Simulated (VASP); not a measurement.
A run of VASP 6.6.1 is set up as follows.

The input POSCAR:

```
Hf
1.0
    0.0000000000      2.2200000000      2.2200000000
    2.2200000000      0.0000000000      2.2200000000
    2.2200000000      2.2200000000      0.0000000000
Hf
1
Direct
    0.0000000000      0.0000000000      0.0000000000
```

File INCAR.step1:

```
PREC = Accurate ; ENCUT = 520
EDIFF = 1E-6 ; ISMEAR = -1
SIGMA = 0.05 ; LREAL = F
LASPH = T ; NELM = 150
ALGO = Normal ; ISIF = 2
LWAVE = F ; LCHARG = T
ISPIN = 2 ; MAGMOM = 0.6
LMAXMIX = 4 ; GGA = PE
NBANDS = 15
```

File KPOINTS.step1:

```
regular mesh
0
Gamma
  15 15 15
```

Contents of INCAR.step2:

```
PREC = Accurate ; ENCUT = 520
EDIFF = 1E-6 ; ISMEAR = -5
SIGMA = 0.05 ; LREAL = F
LASPH = T ; NELM = 150
ALGO = Normal ; ISIF = 2
LWAVE = F ; LCHARG = F
ISPIN = 2 ; MAGMOM = 0.6
LORBIT = 11 ; LMAXMIX = 4
GGA = PE ; NBANDS = 15
NEDOS = 2001 ; ICHARG = 11
```

The input KPOINTS.step2:

```
regular mesh
0
Gamma
  23 23 23
```

Potentials or basis: VASP PAW PBE potentials, release 64 (Hf_pv).

Run with:

```console
$ cat potpaw_PBE.64/Hf_pv/POTCAR > POTCAR
$ cp INCAR.step1 INCAR
$ cp KPOINTS.step1 KPOINTS
$ mpirun -np 1 vasp_std > vasp.out
$ cp INCAR.step2 INCAR
$ cp KPOINTS.step2 KPOINTS
$ mpirun -np 1 vasp_std > vasp.out
```

**Question.** Predict the net moment.

**Answer.** 0.00 μB per cell.
